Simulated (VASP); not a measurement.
# GdY2O2 (P6/mmm) in VASP: single point with PBE

Aim: the single point of GdY2O2 with PBE.

All numbers are computed with VASP 6.6.1; they aren't measurements. Logs are shortened: lines on timing, memory, paths and dates and some standing lists are left out, and cuts for length are marked.

### 1 The cell of the first run

It takes space group P6/mmm (No. 191, hexagonal). Conventional cell: a = 6.019 Å, b = 6.019 Å, c = 8.051 Å, α = 90.00°, β = 90.00°, γ = 120.00°. Y (site symmetry -6m2) has 3 Y at 3.48 Å and 3 Gd at 3.48 Å and 6 O at 3.98 Å within 4.6 Å. Gd (site symmetry 6/mmm) has 2 O at 1.93 Å within 2.6 Å. O (site symmetry 6mm) has 1 Gd at 1.93 Å within 2.6 Å.

The cell was generated, and may not be a known phase.

### 2 Single point, PBE, collinear spin, ferromagnetic start

File INCAR:

```
PREC     = Accurate       # precision mode
ENCUT    = 520            # plane-wave cutoff, eV
EDIFF    = 1E-6           # SCF threshold, eV
ISMEAR   = 0              # smearing method
SIGMA    = 0.1            # smearing width, eV
LREAL    = False          # projectors in reciprocal space
LASPH    = True           # aspherical terms in the spheres
NELM     = 150            # most SCF steps
ALGO     = Normal         # electronic algorithm
ISIF     = 2              # what is computed and relaxed
LWAVE    = False          # write WAVECAR
LCHARG   = False          # write CHGCAR
ISPIN    = 2              # spin polarisation
MAGMOM   = 0 0 7 0 0      # initial moments
LORBIT   = 11             # projections on sites
LMAXMIX  = 6              # l up to which the mixer works
GGA      = PE             # functional
NBANDS   = 38             # bands
```

File KPOINTS:

```
regular mesh
0
Gamma
  6 6 4
```

File POSCAR:

```
GdY2O2
1.0
    6.0190876652     -0.0000000040      0.0000000000
   -3.0095438292      5.2126828277      0.0000000000
    0.0000000000      0.0000000000      8.0506962679
Y Gd O
2 1 2
Direct
    0.3333333333      0.6666666667      0.5000000000
    0.6666666667      0.3333333333      0.5000000000
    0.0000000000      0.0000000000      0.5000000000
    0.0000000000      0.0000000000      0.7398068074
    0.0000000000      0.0000000000      0.2601931926
```

Potentials or basis: VASP PAW PBE potentials, release 64 (Y_sv, Gd, O).

The run is started by

```console
cat potpaw_PBE.64/Y_sv/POTCAR potpaw_PBE.64/Gd/POTCAR potpaw_PBE.64/O/POTCAR > POTCAR
mpirun -np 1 vasp_std > vasp.out
```

OUTCAR:

```text
PREC = Accurate
   ENCUT = 520
   EDIFF = 1E-6
   ISMEAR = 0
   LREAL = False
   LASPH = True
   NELM = 150
   ISIF = 2
   ISPIN = 2
   LORBIT = 11
   GGA = PE

 ion  position               nearest neighbor table
   1  0.333  0.667  0.500-   2 3.48   2 3.48   3 3.48   3 3.48   3 3.48   2 3.48
   2  0.667  0.333  0.500-   1 3.48   1 3.48   3 3.48   3 3.48   3 3.48   1 3.48
   3  0.000  0.000  0.500-   4 1.93   5 1.93   1 3.48   2 3.48   2 3.48   1 3.48   2 3.48   1 3.48

   4  0.000  0.000  0.740-   3 1.93
   5  0.000  0.000  0.260-   3 1.93

  LATTYP: Found a hexagonal cell.
 ALAT       =     6.0190876652
 C/A-ratio  =     1.3375276646

  Lattice vectors:

 A1 = (   6.0190876652,  -0.0000000040,   0.0000000000)
 A2 = (  -3.0095438292,   5.2126828277,   0.0000000000)
 A3 = (   0.0000000000,   0.0000000000,   8.0506962679)

Analysis of symmetry for initial positions (statically):
=====================================================================
 Subroutine PRICEL returns:
 Original cell was already a primitive cell.

 Routine SETGRP: Setting up the symmetry group for a
 hexagonal supercell.

 Subroutine GETGRP returns: Found 24 space group operations
 (whereof 24 operations were pure point group operations)
 out of a pool of 24 trial point group operations.

The static configuration has the point symmetry D_6h.

Analysis of symmetry for dynamics (positions and initial velocities):
=====================================================================
 Subroutine PRICEL returns:
 Original cell was already a primitive cell.

 Routine SETGRP: Setting up the symmetry group for a
 hexagonal supercell.

 Subroutine GETGRP returns: Found 24 space group operations
 (whereof 24 operations were pure point group operations)
 out of a pool of 24 trial point group operations.

The dynamic configuration has the point symmetry D_6h.

Analysis of structural, dynamic, and magnetic symmetry:
=====================================================================
 Subroutine PRICEL returns:
 Original cell was already a primitive cell.

 Routine SETGRP: Setting up the symmetry group for a
 hexagonal supercell.

 Subroutine GETGRP returns: Found 24 space group operations
 (whereof 24 operations were pure point group operations)
 out of a pool of 24 trial point group operations.

The overall configuration has the point symmetry D_6h.

[... 129 lines left out ...]
   LEPSILON=     F    determine dielectric tensor
   LRPA    =     F    only Hartree local field effects (RPA)
 spin polarized calculation
 Gauss-broadening in eV      SIGMA  =   0.10
  energy-cutoff  :      520.00
  volume of cell :      252.60
 maximum number of plane-waves:      6822
 NGX is ok and might be reduce to    48
   NGX = 23   NGY = 23   NGZ = 29

 number of electron      52.0000009 magnetization       5.3502783

 Free energy of the ion-electron system (eV)
  ---------------------------------------------------
  ext. energy  EPLUGINS =         0.00000000
  ---------------------------------------------------
  free energy    TOTEN  =       -34.28677509 eV

  energy without entropy =      -34.26467526  energy(sigma->0) =      -34.27572518

 E-fermi :  -0.7138     XC(G=0):  -5.7540

 val. band max:       -0.7310958935   @ k =   0.1667   0.0000   0.5000
 cond. band min:      -0.7065859569   @ k =   0.3333   0.1667   0.5000
 fundamental gap:      0.0245099365
 Fermi energy:        -0.7137729454

 spin component 1

 k-point     1 :       0.0000    0.0000    0.0000
  band No.  band energies     occupation
      1     -44.7429      1.00000
      2     -44.6962      1.00000
      3     -44.3373      1.00000
      4     -25.0377      1.00000
      5     -24.9804      1.00000
      6     -24.6060      1.00000
[... 850 lines left out ...]
     37       0.8280      0.00000
     38       0.8280      0.00000
 Fermi energy:        -0.7137729454

 spin component 2

 k-point     1 :       0.0000    0.0000    0.0000
  band No.  band energies     occupation
      1     -44.8388      1.00000
      2     -44.7934      1.00000
      3     -41.4531      1.00000
      4     -25.1153      1.00000
      5     -25.0567      1.00000
      6     -24.7535      1.00000
[... 850 lines left out ...]
     37       1.6878      0.00000
     38       1.7459      0.00000

------------------------ aborting loop because EDIFF is reached ----------------------------------------

  FORCE on cell =-STRESS in cart. coord.  units (eV):
  Direction    XX          YY          ZZ          XY          YZ          ZX
  --------------------------------------------------------------------------------------
  -------------------------------------------------------------------------------------
  Total       -0.1148032     -0.1148032      1.2407399      0.0000000     -0.0000000      0.0000000
  in kB       -0.7281809     -0.7281809      7.8698402      0.0000000     -0.0000000      0.0000000
  external PRESSURE =       2.1378262 kB  Pullay stress =       0.0000000 kB

 VOLUME and BASIS-vectors are now :
 -----------------------------------------------------------------------------
  energy-cutoff  :      520.00
  volume of cell :      252.60
      direct lattice vectors                 reciprocal lattice vectors
     6.019087665 -0.000000004  0.000000000     0.166138135  0.095919897  0.000000000
    -3.009543829  5.212682828  0.000000000     0.000000000  0.191839794  0.000000000
     0.000000000  0.000000000  8.050696268     0.000000000  0.000000000  0.124212859

 POSITION                                       TOTAL-FORCE (eV/Angst)
 -----------------------------------------------------------------------------------
      0.00000      3.47512      4.02535         0.000000     -0.000000      0.000000
      3.00954      1.73756      4.02535        -0.000000      0.000000      0.000000
      0.00000      0.00000      4.02535         0.000000     -0.000000      0.000000
      0.00000      0.00000      5.95596         0.000000     -0.000000      0.273942
      0.00000      0.00000      2.09474         0.000000     -0.000000     -0.273942
 -----------------------------------------------------------------------------------
    total drift:                                0.000000     -0.000000      0.000000

  FREE ENERGIE OF THE ION-ELECTRON SYSTEM (eV)
  ---------------------------------------------------
  free  energy   TOTEN  =       -34.2867750888 eV

  energy  without entropy=      -34.2646752627  energy(sigma->0) =      -34.27572518

 total charge

# of ion       s       p       d       f       tot
--------------------------------------------------
    1        2.325   6.076   0.849   0.006   9.256
    2        2.325   6.076   0.849   0.006   9.256
    3        2.074   5.576   0.792   7.107  15.549
    4        1.603   3.266   0.000   0.000   4.869
    5        1.603   3.266   0.000   0.000   4.869
--------------------------------------------------
tot          9.930  24.260   2.490   7.119  43.799

 magnetization (x)

# of ion       s       p       d       f       tot
--------------------------------------------------
    1       -0.011  -0.021  -0.178  -0.000  -0.211
    2       -0.011  -0.021  -0.178  -0.000  -0.211
    3        0.007  -0.112   0.088   6.426   6.409
    4       -0.005  -0.298   0.000   0.000  -0.303
    5       -0.005  -0.298   0.000   0.000  -0.303
--------------------------------------------------
tot         -0.026  -0.751  -0.268   6.426   5.382
```

OSZICAR:

```text
N       E                     dE             d eps       ncg     rms          rms(c)
DAV:   1     0.453629442763E+03    0.45363E+03   -0.21352E+04  4832   0.388E+03
DAV:   2     0.579729893994E+02   -0.39566E+03   -0.36837E+03  5166   0.841E+02
DAV:   3    -0.313726361721E+02   -0.89346E+02   -0.84794E+02  5600   0.167E+02
[... 21 lines left out ...]
DAV:  25    -0.342867016153E+02   -0.58818E-04   -0.39677E-04  5660   0.152E-01    0.609E-01
DAV:  26    -0.342867524633E+02   -0.50848E-04   -0.77203E-05  5352   0.684E-02    0.656E-01
DAV:  27    -0.342867889559E+02   -0.36493E-04   -0.14138E-04  4578   0.267E-01    0.676E-01
DAV:  28    -0.342867749584E+02    0.13997E-04   -0.49070E-05  5014   0.943E-02    0.242E-01
DAV:  29    -0.342867750888E+02   -0.13035E-06   -0.85957E-06  4528   0.269E-02
   1 F= -.34286775E+02 E0= -.34275725E+02  d E =-.220998E-01  mag=     5.3502
```

stdout:

```text
POSCAR found type information on POSCAR Y GdO
 POSCAR found :  3 types and       5 ions
 scaLAPACK will be used
 LDA part: xc-table for (Slater+PW92), standard interpolation
 POSCAR, INCAR and KPOINTS ok, starting setup
 FFT: planning ... GRIDC
 FFT: planning ... GRID_SOFT
 FFT: planning ... GRID
 WAVECAR not read
 entering main loop
```

It took 15 min on 1 thread of Intel Xeon Platinum 8488C (Sapphire Rapids), shared host; peak memory 0.69 GiB.

What came out:

```
Free energy                                           : -34.2868 eV
Pressure                                              : 0.2 GPa
Largest force                                         : 0.274 eV/Å
Net moment                                            : 5.35 μB per cell
Site moments                                          : Y -0.21; Gd +6.41; O -0.30 μB
Valence electrons inside the program's atomic spheres : Y 9.26; Gd 15.55; O 4.87
```

Forces in eV/Å, atoms in the order of the input:
```
Y    0.000  0.000  0.000
Y    0.000  0.000  0.000
Gd   0.000  0.000  0.000
O    0.000  0.000  0.274
O    0.000  0.000 -0.274
```

Stress tensor (GPa, compression positive):
```
-0.07  0.00  0.00
 0.00 -0.07  0.00
 0.00  0.00  0.79
```

Levels at points of the mesh, in eV from the Fermi level:
Spin up:
| k point | band 25 | band 26 | band 27 | band 28 | band 29 | band 30 | band 31 | band 32 | band 33 | band 34 |
| --- | --- | --- | --- | --- | --- | --- | --- | --- | --- | --- |
| (0.00, 0.00, 0.00) | -2.85 | -1.65 | -1.65 | 0.43 | 0.43 | 0.46 | 0.52 | 0.52 | 0.57 | 0.88 |
| (0.50, 0.00, 0.00) | -2.21 | -1.62 | -1.40 | -1.06 | -0.69 | 0.21 | 0.33 | 0.53 | 0.66 | 0.70 |
| (0.00, 0.00, 0.50) | -2.76 | -1.63 | -1.63 | 0.37 | 0.43 | 0.43 | 0.52 | 0.52 | 0.59 | 0.89 |
| (0.50, 0.00, 0.50) | -2.18 | -1.60 | -1.39 | -1.06 | -0.68 | 0.21 | 0.29 | 0.49 | 0.53 | 0.70 |
Spin down:
```tsv
k point	band 21	band 22	band 23	band 24	band 25	band 26
(0.00, 0.00, 0.00)	-1.52	0.20	0.20	0.24	0.24	0.39
(0.50, 0.00, 0.00)	-1.51	-1.33	-0.90	-0.18	0.18	0.31
(0.00, 0.00, 0.50)	-1.64	0.20	0.20	0.24	0.24	0.51
(0.50, 0.00, 0.50)	-1.51	-1.32	-0.89	-0.18	0.17	0.30
```

Caveat: spin-orbit coupling is left out, which moves the levels of the heavy elements; a cell with one magnetic atom can't hold antiferromagnetic order, which such compounds often take; semilocal functionals describe open f shells poorly, which spoils levels, moments and volumes. With open d or f shells a metallic result of PBE can be an artefact of self-interaction; +U or a hybrid may open a gap.
